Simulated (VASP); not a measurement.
Here is a VASP 6.6.1 calculation.

INCAR

```
ALGO = Normal
EDIFF = 1E-8
ENCUT = 520
GGA = CA
ISIF = 2
ISMEAR = -1
LASPH = True
LCHARG = False
LEFG = True
LREAL = False
LWAVE = False
NBANDS = 12
NELM = 100
PREC = Accurate
SIGMA = 0.03
```

Contents of KPOINTS:

```
k-points
0
Gamma
  12 12 12
```

Contents of POSCAR:

```
Hg
1.0
    1.7183893641      0.9921125620      2.2190062596
   -1.7183893641      0.9921125620      2.2190062596
    0.0000000000     -1.9842251239      2.2190062596
Hg
1
Direct
    0.0000000000      0.0000000000      0.0000000000
```

Potentials or basis: VASP PAW LDA potentials, release 64 (Hg).

The run is started by

```console
$ cat potpaw_LDA.64/Hg/POTCAR > POTCAR
$ mpirun -np 1 vasp_std > vasp.out
```

Question: Estimate the pressure.

Answer: -0.1 GPa.

Question: Predict the band gap on the k mesh.

Answer: Zero (band 6 reaches 4.17 eV, above the bottom of band 7 at 0.74 eV).

Electric field gradients, principal values (V/Å²):
| atom | least | middle | greatest (by size) |
| --- | --- | --- | --- |
| 1 Hg | 78.047 | 78.047 | -156.094 |

Caveat: without QUAD_EFG the Cq values of the log hold for a quadrupole moment of 1 mb, not for the nuclei; spin-orbit coupling is left out, which moves the levels of the heavy elements.
